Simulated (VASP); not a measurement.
Here is a VASP 6.6.1 calculation.

The input INCAR:

```
  ALGO = Normal
  EDIFF = 1E-6
  ENCUT = 520
  ISIF = 2
  ISMEAR = 0
  LASPH = T
  LCHARG = F
  LREAL = F
  LWAVE = F
  NBANDS = 14
  NELM = 80
  PREC = Accurate
  SIGMA = 0.15
```

KPOINTS

```
k-points
0
Gamma
  16 16 16
```

Contents of POSCAR:

```
TiAl
1.0
    3.0603340231      0.0000000000      0.0000000000
    0.0000000000      3.0603340231      0.0000000000
    0.0000000000      0.0000000000      3.0603340231
Ti Al
1 1
Direct
    0.0000000000      0.0000000000      0.0000000000
    0.5000000000      0.5000000000      0.5000000000
```

Potentials or basis: VASP PAW LDA potentials, release 64 (Ti_sv, Al).

The run is started by

```console
$ cat potpaw_LDA.64/Ti_sv/POTCAR potpaw_LDA.64/Al/POTCAR > POTCAR
$ mpirun -np 1 vasp_std > vasp.out
```

**Question.** Estimate the pressure.

**Answer.** 9.0 GPa.

**Question.** Estimate the band gap on the k mesh.

**Answer.** Zero (an odd number of electrons rules out a gap without spin polarisation).

Caveat: the cell stands under pressure.
